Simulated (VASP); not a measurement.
A run of VASP 6.6.1 is set up as follows.

INCAR

```
SYSTEM = Si2B3
PREC = Accurate
ENCUT = 500
EDIFF = 1E-6
ISMEAR = 0
SIGMA = 0.2
LREAL = .FALSE.
LASPH = .TRUE.
NELM = 120
ALGO = Normal
ISIF = 2
LWAVE = .FALSE.
LCHARG = .FALSE.
GGA = PE
NBANDS = 16
GGA_COMPAT = .FALSE.
```

The input KPOINTS:

```
regular mesh
0
G
  4 4 4
  0 0 0
```

POSCAR

```
Si2B3
1.0
    4.2325796613      0.0000000000      0.0000000000
    0.0000000000      4.2325796613      0.0000000000
    0.0000000000      0.0000000000      3.8510195206
Si B
2 3
Direct
    0.5000000000      0.5000000000      0.0000000000
    0.0000000000      0.0000000000      0.0000000000
    0.0000000000      0.5000000000      0.0000000000
    0.5000000000      0.0000000000      0.0000000000
    0.5000000000      0.5000000000      0.5000000000
```

Potentials or basis: VASP PAW PBE potentials, release 64 (Si, B).

Launch:

```sh
$ cat potpaw_PBE.64/Si/POTCAR potpaw_PBE.64/B/POTCAR > POTCAR
$ mpirun -np 1 vasp_std > vasp.out
```

(1) Predict the pressure.

Results:

(1) 0.1 GPa.

Caveat: the k points lie up to 0.41 Å⁻¹ apart.
